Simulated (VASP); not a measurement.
A run of VASP 6.6.1 is set up as follows.

Contents of INCAR:

```
SYSTEM = MgO
PREC = Accurate
ENCUT = 520
EDIFF = 1E-6
ISMEAR = 0
SIGMA = 0.05
LREAL = .False.
LASPH = .True.
NELM = 60
ALGO = Normal
ISIF = 2
LWAVE = .False.
LCHARG = .False.
NBANDS = 26
```

KPOINTS

```
Automatic mesh
0
Gamma
  6 6 6
  0 0 0
```

The input POSCAR:

```
MgO
1.0
    4.1607146133      0.0000000000      0.0000000000
    0.0000000000     -4.1607146133      0.0000000000
    0.0000000000      0.0000000000     -4.1607146133
Mg O
4 4
Direct
   -0.0353492667      1.0353492667      1.0249957062
    0.5000000000      0.5000000000      1.0000000000
    0.5000000000      1.0000000000      0.5000000000
    0.0000000000      0.5000000000      0.5000000000
    0.5000000000      0.0000000000      0.0000000000
    0.0000000000      0.5000000000      0.0000000000
    0.0000000000      0.0000000000      0.5000000000
    0.5000000000      0.5000000000      0.5000000000
```

Potentials or basis: VASP PAW LDA potentials, release 64 (Mg, O).

Launch:

```console
$ cat potpaw_LDA.64/Mg/POTCAR potpaw_LDA.64/O/POTCAR > POTCAR
$ mpirun -np 1 vasp_std > vasp.out
```

(1) What does it give for the band gap on the k mesh?

(2) What does it give for the largest force?

(3) Estimate the pressure.

## Answers

(1) 5.01 eV.

(2) 2.537 eV/Å.

(3) 0.0 GPa.

Caveat: the cell differs from its parent crystal (atom 1 (Mg) moved by -0.208 Å along [1 1 0] and -0.104 Å along [0 0 1]); forces of over 1 eV/Å act on the atoms, so gaps and moduli don't describe the material at rest.
